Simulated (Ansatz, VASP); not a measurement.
## One calculation of CaSe, two programs

Contents of POSCAR:

```
CaSe
1.0
    0.0000000000      3.2795613675      3.2795613675
    3.2795613675      0.0000000000      3.2795613675
    3.2795613675      3.2795613675      0.0000000000
Ca Se
1 1
Direct
    0.0000000000      0.0000000000      0.0000000000
    0.2500000000      0.2500000000      0.2500000000
```

INCAR.step1

```
ALGO = Normal
EDIFF = 1E-5
ENCUT = 520
GGA = PE
ISIF = 2
ISMEAR = 0
LASPH = T
LREAL = F
LWAVE = T
NBANDS = 15
NELM = 80
PREC = Accurate
SIGMA = 0.01
```

Contents of INCAR.step2:

```
AEXX = 0.5
ALGO = Normal
EDIFF = 1E-7
ENCUT = 520
GGA = PE
HFSCREEN = 0.2078
ISIF = 2
ISMEAR = 0
ISTART = 1
LASPH = T
LCHARG = T
LELF = T
LHFCALC = T
LREAL = F
LVHAR = T
LWAVE = F
NBANDS = 15
NELM = 80
PREC = Accurate
PRECFOCK = Normal
SIGMA = 0.01
```

File KPOINTS:

```
k-points
0
Gamma
  4 4 4
```

Input for Ansatz:

```yaml
crystal:
  lattice:
    - [0.0, 3.2795613675, 3.2795613675]
    - [3.2795613675, 0.0, 3.2795613675]
    - [3.2795613675, 3.2795613675, 0.0]
  atoms:
    - { symbol: Ca, position: [0.0, 0.0, 0.0] }
    - { symbol: Se, position: [0.25, 0.25, 0.25] }
kpoints:
  mp_grid: { grid: [4, 4, 4] }
hamiltonian:
  xc:
    exchange: pbe
    correlation: pbe
    exx: { coeff: 0.5, omega: 0.2078 }
scf:
  occupations: { method: fixed }
  n_extra_bands: 4
output:
  forces: true
  stress: true
  eigenvalues: true
```

Alike in both runs: task single point; functional PBE-based screened hybrid; k mesh 4 × 4 × 4; no spin polarisation.

```csv
,VASP,Ansatz
version,VASP 6.6.1,Ansatz 0.2.0
potentials or method,"VASP PAW PBE potentials, release 64 (Ca_sv, Se)",plane waves
plane-wave cutoff (eV),520,420
occupations,"gaussian, width 0.01 eV",fixed
valence electrons in the cell,16,26
```

|  | VASP | Ansatz | Ansatz less VASP |
| --- | --- | --- | --- |
| gap on the k mesh at the Fermi level (eV) | 5.04 | 5.04 | -0.002 |
| pressure (GPa) | 0.1 | 0.1 | +0.06 |

VASP's potentials were made for PBE, not for PBE-based screened hybrid. VASP's potentials hold 16 valence electrons a cell and Ansatz's 26, so a difference there can come from the potentials and not from the codes. Ansatz's warnings: stress exchange threshold loose, stress scf threshold loose.
